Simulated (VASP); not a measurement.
# MnS (F-43m) in VASP: further runs

Runs on MnS. Level: LDA+U. Tasks: single point.

All numbers are computed with VASP 6.6.1; they aren't measurements. Logs are shortened: lines on timing, memory, paths and dates and some standing lists are left out, and cuts for length are marked.

## Step 1: The cell of the first run

Symmetry: F-43m, No. 216, cubic system. The conventional cell has a = 5.366 Å, b = 5.366 Å, c = 5.366 Å, α = 90.00°, β = 90.00°, γ = 90.00°. Mn (site symmetry -43m) has 4 S at 2.32 Å within 3.1 Å. S (site symmetry -43m) has 4 Mn at 2.32 Å within 3.1 Å.

## Step 2: Single point, LDA+U, collinear spin, ferromagnetic start

Input file INCAR:

```
SYSTEM = MnS
PREC = Accurate
ENCUT = 520
EDIFF = 1E-6
ISMEAR = 1
SIGMA = 0.1
LREAL = .False.
LASPH = .True.
NELM = 150
ALGO = Normal
ISIF = 2
LWAVE = .False.
LCHARG = .False.
ISPIN = 2
MAGMOM = 2.8 0
LORBIT = 11
LMAXMIX = 4
LDAU = .True.
LDAUTYPE = 1
LDAUL = 2 -1
LDAUU = 4.9 0
LDAUJ = 0.9 0
LDAUPRINT = 1
NBANDS = 20
```

Input file KPOINTS:

```
Automatic mesh
0
Gamma
  7 7 7
  0 0 0
```

Input file POSCAR:

```
MnS
1.0
    0.0000000000      2.6831951200      2.6831951200
    2.6831951200      0.0000000000      2.6831951200
    2.6831951200      2.6831951200      0.0000000000
Mn S
1 1
Direct
    0.0000000000      0.0000000000      0.0000000000
    0.2500000000      0.2500000000      0.2500000000
```

Potentials or basis: VASP PAW LDA potentials, release 64 (Mn_pv, S).

The run is started by

```sh
$ cat potpaw_LDA.64/Mn_pv/POTCAR potpaw_LDA.64/S/POTCAR > POTCAR
$ mpirun -np 1 vasp_std > vasp.out
```

OUTCAR:

```text
SYSTEM = MnS
   PREC = Accurate
   ENCUT = 520
   EDIFF = 1E-6
   ISMEAR = 1
   LREAL = .False.
   LASPH = .True.
   NELM = 150
   ISIF = 2
   ISPIN = 2
   LORBIT = 11

 ion  position               nearest neighbor table
   1  0.000  0.000  0.000-   2 2.32   2 2.32   2 2.32   2 2.32
   2  0.250  0.250  0.250-   1 2.32   1 2.32   1 2.32   1 2.32

  LATTYP: Found a face centered cubic cell.
 ALAT       =     5.3663902400

  Lattice vectors:

 A1 = (   0.0000000000,   2.6831951200,   2.6831951200)
 A2 = (   2.6831951200,   0.0000000000,   2.6831951200)
 A3 = (   2.6831951200,   2.6831951200,   0.0000000000)

Analysis of symmetry for initial positions (statically):
=====================================================================
 Subroutine PRICEL returns:
 Original cell was already a primitive cell.

 Routine SETGRP: Setting up the symmetry group for a
 face centered cubic supercell.

 Subroutine GETGRP returns: Found 24 space group operations
 (whereof 24 operations were pure point group operations)
 out of a pool of 48 trial point group operations.

The static configuration has the point symmetry T_d .

Analysis of symmetry for dynamics (positions and initial velocities):
=====================================================================
 Subroutine PRICEL returns:
 Original cell was already a primitive cell.

 Routine SETGRP: Setting up the symmetry group for a
 face centered cubic supercell.

 Subroutine GETGRP returns: Found 24 space group operations
 (whereof 24 operations were pure point group operations)
 out of a pool of 48 trial point group operations.

The dynamic configuration has the point symmetry T_d .

Analysis of structural, dynamic, and magnetic symmetry:
=====================================================================
 Subroutine PRICEL returns:
 Original cell was already a primitive cell.

 Routine SETGRP: Setting up the symmetry group for a
 face centered cubic supercell.

 Subroutine GETGRP returns: Found 24 space group operations
 (whereof 24 operations were pure point group operations)
 out of a pool of 48 trial point group operations.

The overall configuration has the point symmetry T_d .

 Subroutine INISYM returns: Found 24 space group operations
 (whereof 24 operations are pure point group operations),
 and found     1 'primitive' translations

----------------------------------------------------------------------------------------

                                     Primitive cell

  volume of cell :      38.6355

  direct lattice vectors                    reciprocal lattice vectors
     0.000000000  2.683195120  2.683195120    -0.186345002  0.186345002  0.186345002
     2.683195120  0.000000000  2.683195120     0.186345002 -0.186345002  0.186345002
     2.683195120  2.683195120  0.000000000     0.186345002  0.186345002 -0.186345002

  length of vectors
     3.794610929  3.794610929  3.794610929     0.322759011  0.322759011  0.322759011

  position of ions in fractional coordinates (direct lattice)
     0.000000000  0.000000000  0.000000000
     0.250000000  0.250000000  0.250000000

  ion indices of the primitive-cell ions
   primitive index   ion index
                 1           1
                 2           2

----------------------------------------------------------------------------------------

 KPOINTS: Automatic mesh

Automatic generation of k-mesh.
 Grid dimensions read from file:
 generate k-points for:    7    7    7

 Generating k-lattice:

[... 63 lines left out ...]
   ISYM   =      2    0-nonsym 1-usesym 2-fastsym
   POTIM  = 0.5000    time-step for ionic-motion
   TEBEG  =    0.0;   TEEND  =   0.0 temperature during run
   PSTRESS=    0.0 pullay stress
   NELECT =      19.0000    total number of electrons
   NUPDOWN=      -1.0000    fix difference up-down
   EMIN   =  10.00;   EMAX   =-10.00  energy-range for DOS
   EFERMI =   0.00;   METHOD = LEGACY
   ISMEAR =     1;   SIGMA  =   0.10  broadening in eV -4-tet -1-fermi 0-gaus
   EFERMI_NEDOS =   21; number of points for ismear=-14 and -15
   IALGO  =     38    algorithm
   IMIX   =      4    mixing-type and parameters
     AMIX     =   0.40;   BMIX     =  1.00
     AMIX_MAG =   1.60;   BMIX_MAG =  1.00
  volume/ion in A,a.u.               =      19.32       130.36
  Fermi-wavevector in a.u.,A,eV,Ry     =   1.292202  2.441908 22.718822  1.669786
  Thomas-Fermi vector in A             =   2.423925
   LORBIT       =     11    0 simple, 1 ext, 2 COOP (PROOUT), +10 PAW based schemes
 LDA+U is selected, type is set to LDAUTYPE =  1
   angular momentum for each species LDAUL =     2   -1
   U (eV)           for each species LDAUU =   4.9  0.0
   J (eV)           for each species LDAUJ =   0.9  0.0
   GGA     = CA    functional components
   LHFCALC =     F    Hartree Fock is set to
   AEXX    =    0.0000 exact exchange contribution
   IVDW    =     0    specifies the selected vdW correction
   LEPSILON=     F    determine dielectric tensor
   LRPA    =     F    only Hartree local field effects (RPA)
 spin polarized calculation
 Methfessel and Paxton  Order N= 1 SIGMA  =   0.10
  energy-cutoff  :      520.00
  volume of cell :       38.64
 maximum number of plane-waves:      1051
   NGX = 15   NGY = 15   NGZ = 15

atom =   1  type =  1  l = 2

 onsite density matrix

spin component  1

  0.9352 -0.0000  0.0000 -0.0000  0.0000
 -0.0000  0.9352  0.0000 -0.0000 -0.0000
  0.0000  0.0000  0.9288  0.0000 -0.0000
 -0.0000 -0.0000  0.0000  0.9352  0.0000
  0.0000 -0.0000 -0.0000  0.0000  0.9288

spin component  2

  0.0818  0.0000  0.0000  0.0000 -0.0000
  0.0000  0.0818 -0.0000  0.0000  0.0000
  0.0000 -0.0000  0.0243 -0.0000  0.0000
  0.0000  0.0000 -0.0000  0.0818 -0.0000
 -0.0000  0.0000  0.0000 -0.0000  0.0243

 occupancies and eigenvectors

  o =  0.0243  v =  0.0000  0.0000  0.0000  0.0000  0.0000  0.0000  0.0000  0.0266 -0.0000 -0.9996      0.0000  0.0000  0.0000  0.0000  0.0000  0.0000  0.0000  0.0000  0.0000  0.0000
  o =  0.0243  v =  0.0000  0.0000  0.0000  0.0000  0.0000  0.0000  0.0000 -0.9996  0.0000 -0.0266      0.0000  0.0000  0.0000  0.0000  0.0000  0.0000  0.0000  0.0000  0.0000  0.0000
  o =  0.0818  v =  0.0000  0.0000  0.0000  0.0000  0.0000  0.0000 -0.0031 -0.0000 -1.0000  0.0000      0.0000  0.0000  0.0000  0.0000  0.0000  0.0000  0.0000  0.0000  0.0000  0.0000
  o =  0.0818  v =  0.0000  0.0000  0.0000  0.0000  0.0000  0.0000 -1.0000  0.0000  0.0031 -0.0000      0.0000  0.0000  0.0000  0.0000  0.0000  0.0000  0.0000  0.0000  0.0000  0.0000
  o =  0.0818  v =  0.0000  0.0000  0.0000  0.0000  0.0000  1.0000  0.0000  0.0000  0.0000  0.0000      0.0000  0.0000  0.0000  0.0000  0.0000  0.0000  0.0000  0.0000  0.0000  0.0000
  o =  0.9288  v =  0.0000 -0.0000 -0.9213 -0.0000 -0.3888  0.0000  0.0000  0.0000  0.0000  0.0000      0.0000  0.0000  0.0000  0.0000  0.0000  0.0000  0.0000  0.0000  0.0000  0.0000
  o =  0.9288  v =  0.0000 -0.0000  0.3888 -0.0000 -0.9213  0.0000  0.0000  0.0000  0.0000  0.0000      0.0000  0.0000  0.0000  0.0000  0.0000  0.0000  0.0000  0.0000  0.0000  0.0000
  o =  0.9352  v =  0.0000 -0.2360 -0.0000  0.9717 -0.0000  0.0000  0.0000  0.0000  0.0000  0.0000      0.0000  0.0000  0.0000  0.0000  0.0000  0.0000  0.0000  0.0000  0.0000  0.0000
  o =  0.9352  v =  0.0000 -0.9717  0.0000 -0.2360  0.0000  0.0000  0.0000  0.0000  0.0000  0.0000      0.0000  0.0000  0.0000  0.0000  0.0000  0.0000  0.0000  0.0000  0.0000  0.0000
  o =  0.9352  v =  1.0000  0.0000  0.0000  0.0000  0.0000  0.0000  0.0000  0.0000  0.0000  0.0000      0.0000  0.0000  0.0000  0.0000  0.0000  0.0000  0.0000  0.0000  0.0000  0.0000

 number of electron      19.0000016 magnetization       4.9873099

 Free energy of the ion-electron system (eV)
  ---------------------------------------------------
  ext. energy  EPLUGINS =         0.00000000
  ---------------------------------------------------
  free energy    TOTEN  =       -13.40176880 eV

  energy without entropy =      -13.40157369  energy(sigma->0) =      -13.40170376

 E-fermi :   5.6447     XC(G=0): -10.2800

 val. band max:        5.4449787973   @ k =   0.1429   0.0000   0.0000
 cond. band min:       5.6715461949   @ k =   0.4286   0.4286   0.0000
 fundamental gap:      0.2265673975
 Fermi energy:         5.6447140583

 spin component 1

 k-point     1 :       0.0000    0.0000    0.0000
  band No.  band energies     occupation
      1     -44.7664      1.00000
      2     -44.7664      1.00000
      3     -44.7664      1.00000
      4      -8.8644      1.00000
      5      -0.7761      1.00000
      6      -0.7761      1.00000
[... 436 lines left out ...]
      6      -0.2193      1.00000
[... 12 lines left out ...]
     19      19.9892      0.00000
     20      20.5793      0.00000
 Fermi energy:         5.6447140583

 spin component 2

 k-point     1 :       0.0000    0.0000    0.0000
  band No.  band energies     occupation
      1     -40.4227      1.00000
      2     -40.4227      1.00000
      3     -40.4227      1.00000
      4      -8.4928      1.00000
      5       2.3140      1.00000
      6       2.3140      1.00000
[... 449 lines left out ...]
     19      20.8215      0.00000
     20      21.2447      0.00000

------------------------ aborting loop because EDIFF is reached ----------------------------------------

  FORCE on cell =-STRESS in cart. coord.  units (eV):
  Direction    XX          YY          ZZ          XY          YZ          ZX
  --------------------------------------------------------------------------------------
  -------------------------------------------------------------------------------------
  Total        2.6565496      2.6565496      2.6565496      0.0000000      0.0000000      0.0000000
  in kB      110.1645219    110.1645219    110.1645219      0.0000000      0.0000000      0.0000000
  external PRESSURE =     110.1645219 kB  Pullay stress =       0.0000000 kB

 VOLUME and BASIS-vectors are now :
 -----------------------------------------------------------------------------
  energy-cutoff  :      520.00
  volume of cell :       38.64
      direct lattice vectors                 reciprocal lattice vectors
     0.000000000  2.683195120  2.683195120    -0.186345002  0.186345002  0.186345002
     2.683195120  0.000000000  2.683195120     0.186345002 -0.186345002  0.186345002
     2.683195120  2.683195120  0.000000000     0.186345002  0.186345002 -0.186345002

 POSITION                                       TOTAL-FORCE (eV/Angst)
 -----------------------------------------------------------------------------------
      0.00000      0.00000      0.00000        -0.000000     -0.000000     -0.000000
      1.34160      1.34160      1.34160         0.000000      0.000000      0.000000
 -----------------------------------------------------------------------------------
    total drift:                                0.000000      0.000000      0.000000

  FREE ENERGIE OF THE ION-ELECTRON SYSTEM (eV)
  ---------------------------------------------------
  free  energy   TOTEN  =       -13.4017688000 eV

  energy  without entropy=      -13.4015736934  energy(sigma->0) =      -13.40170376

 total charge

# of ion       s       p       d       tot
------------------------------------------
    1        0.304   6.282   4.936  11.522
    2        1.313   2.525   0.000   3.838
--------------------------------------------------
tot          1.618   8.807   4.936  15.361

 magnetization (x)

# of ion       s       p       d       tot
------------------------------------------
    1        0.043   0.072   4.359   4.474
    2        0.006   0.065   0.000   0.071
--------------------------------------------------
tot          0.050   0.136   4.359   4.545
```

Wall time 34 s (1 thread of Intel Xeon 8259CL, shared host); peak memory 0.16 GiB.

What came out:

```yaml
Free_energy: -13.4018 eV
Pressure: 11.0 GPa
Band_gap_on_the_k_mesh: zero (filled and empty bands overlap)
Net_moment: 4.99 μB per cell
Site_moments: Mn +4.47; S +0.07 μB
Valence_electrons_inside_the_program's_atomic_spheres: Mn 11.52; S 3.84
```

Levels at points of the mesh, in eV from the Fermi level:
Spin up:
```
           k point  band 9  band 10  band 11  band 12  band 13  band 14  band 15  band 16
(0.00, 0.00, 0.00)   -4.93     0.03     0.03     0.03     1.31     5.92     5.92     5.92
```
Spin down:
```
           k point  band 3  band 4  band 5  band 6  band 7  band 8  band 9  band 10  band 11  band 12
(0.00, 0.00, 0.00)  -46.07  -14.14   -3.33   -3.33   -3.33    1.85    1.85     2.02     4.38     4.38
```

Eigenvalues of the final occupation matrices:
```tsv
site	spin	trace	eigenvalues
site 1 d	1	4.66	0.93 0.93 0.94 0.94 0.94
site 1 d	2	0.29	0.02 0.02 0.08 0.08 0.08
```

Caveat: the cell stands under pressure; a cell with one magnetic atom can't hold antiferromagnetic order, which such compounds often take. The state reached can hang on the start; a lower one may exist.

## Step 3: Single point, LDA+U, collinear spin, ferromagnetic start

This run uses another cell than the first one, of 20.20 Å³/atom.

Input file INCAR:

```
SYSTEM = MnS
PREC = Accurate ; ENCUT = 520
EDIFF = 1E-6 ; ISMEAR = 1
SIGMA = 0.1 ; LREAL = .FALSE.
LASPH = .TRUE. ; NELM = 150
ALGO = Normal ; ISIF = 2
LWAVE = .FALSE. ; LCHARG = .FALSE.
ISPIN = 2 ; MAGMOM = 2.8 0
LORBIT = 11 ; LMAXMIX = 4
LDAU = .TRUE. ; LDAUTYPE = 1
LDAUL = 2 -1 ; LDAUU = 4.9 0
LDAUJ = 0.9 0 ; LDAUPRINT = 1
NBANDS = 20
```

Input file KPOINTS:

```
regular mesh
0
G
  7 7 7
  0 0 0
```

Input file POSCAR:

```
MnS
1.0
    0.0000000000      2.7232487134      2.7232487134
    2.7232487134      0.0000000000      2.7232487134
    2.7232487134      2.7232487134      0.0000000000
Mn S
1 1
Direct
    0.0000000000      0.0000000000      0.0000000000
    0.2500000000      0.2500000000      0.2500000000
```

Potentials or basis: VASP PAW LDA potentials, release 64 (Mn_pv, S).

The run is started by

```sh
$ cat potpaw_LDA.64/Mn_pv/POTCAR potpaw_LDA.64/S/POTCAR > POTCAR
$ mpirun -np 1 vasp_std > vasp.out
```

Wall time 40 s (1 thread of Intel Xeon 8259CL, shared host); peak memory 0.17 GiB.

Results (log left out):

```yaml
Free_energy: -13.4986 eV
Pressure: 6.6 GPa
Band_gap_on_the_k_mesh: 0.31 eV (least direct gap 1.25 eV)
Net_moment: 5.00 μB per cell
Site_moments: Mn +4.50; S +0.07 μB
Valence_electrons_inside_the_program's_atomic_spheres: Mn 11.47; S 3.82
```

Levels at points of the mesh, in eV from the valence-band top:
Spin up:
```tsv
k point	band 8	band 9	band 10	band 11	band 12	band 13	band 14	band 15	band 16	band 17
(0.00, 0.00, 0.00)	-4.79	-4.79	0.00	0.00	0.00	1.25	5.96	5.96	5.96	10.73
```
Spin down:
```csv
k point,band 5,band 6,band 7,band 8,band 9,band 10
"(0.00, 0.00, 0.00)",-3.07,-3.07,-3.07,1.96,2.04,2.04
```

Eigenvalues of the final occupation matrices:
| site | spin | trace | eigenvalues |
| --- | --- | --- | --- |
| site 1 d | 1 | 4.67 | 0.93 0.93 0.94 0.94 0.94 |
| site 1 d | 2 | 0.27 | 0.02 0.02 0.07 0.07 0.07 |

Caveat: the cell stands under pressure; semilocal functionals underestimate gaps, and a narrow one can read as zero; an odd mesh through Γ misses points on the zone boundary, where band edges can lie; a cell with one magnetic atom can't hold antiferromagnetic order, which such compounds often take.

The gap in the log of VASP goes by the Fermi energy; the results here count the filled bands.